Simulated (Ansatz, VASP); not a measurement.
## BN: VASP beside Ansatz

```
B N
1.0
     2.26662    0.00000    0.00000
    -1.13331    1.96295    0.00000
     0.00000    0.00000    4.22685
B N
2 2
Direct
  0.66667 0.33333 0.99972
  0.33333 0.66667 0.49972
  0.66667 0.33333 0.62528
  0.33333 0.66667 0.12528
```

Change from the starting cell: strain -0.1125 x Voigt [1, 1, 0, 0, 0, 0], atoms carried along.

Alike in both runs: task single point; functional PBE; k mesh 12 × 12 × 6; occupations gaussian, width 0.05 eV; no spin polarisation.

|  | VASP | Ansatz |
| --- | --- | --- |
| version | VASP 6.6.1 | Ansatz 0.2.0 |
| potentials or method | VASP PAW PBE potentials, release 64 (B, N), cutoff 520 eV | scalar-relativistic, plane waves, PAW |
| valence electrons in the cell | 16 | 16 |

Ansatz gave:

```
gap on the k mesh at the Fermi level (eV)                     : 4.05
least direct gap on the mesh (eV)                             : 5.33
pressure (GPa)                                                : 146.5
traceless stress, the component that is largest in VASP (GPa) : -125.10
rms of the force components (eV/Å)                            : 0.777
```

**Question.** Which values does VASP return?

**Answer.** gap on the k mesh at the Fermi level (eV): 4.02; least direct gap on the mesh (eV): 5.32; pressure (GPa): 147.4; traceless stress, the component that is largest in VASP (GPa): -125.76; rms of the force components (eV/Å): 0.788.

Atom by atom the forces differ by 0.012 eV/Å (rms over components). Both programs put the cell under a high pressure, so it lies far from rest at this level.

Noted on VASP's run: the cell as given lies far from equilibrium.
